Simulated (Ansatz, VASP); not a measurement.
**BN: VASP beside Ansatz**

```
B N
1.0
     2.57967    0.00000    0.00000
    -1.28984    2.15498    0.00000
     0.00000    0.00000    5.78079
B N
2 2
Direct
  0.33989 0.67978 0.25000
  0.66011 0.32022 0.75000
  0.32453 0.64905 0.75000
  0.67547 0.35095 0.25000
```

Change from the starting cell: normal strain along x +0.0367, normal strain along z -0.1100.

Alike in both runs: functional LDA; k mesh 12 × 12 × 4; occupations gaussian, width 0.05 eV; no spin polarisation.

Ansatz relaxed the structure, and its values are those at the end. VASP's run is a single point on that final structure, the one shown.

|  | VASP | Ansatz |
| --- | --- | --- |
| version | VASP 6.6.1 | Ansatz 0.2.0 |
| potentials or method | VASP PAW LDA potentials, release 64 (B, N), cutoff 520 eV | scalar-relativistic, plane waves, PAW |
| valence electrons in the cell | 16 | 16 |

```tsv
	VASP	Ansatz	Ansatz less VASP
gap on the k mesh at the Fermi level (eV)	3.72	3.73	+0.012
least direct gap on the mesh (eV)	3.83	3.84	+0.010
pressure (GPa)	-11.0	-11.6	-0.63
```

Ansatz warns that its potentials were made for another functional, while VASP's fit it. LDA's correlation is that of Perdew and Zunger in VASP and of Perdew and Wang (1992) in Ansatz. Ansatz's warnings: stress scf threshold loose.
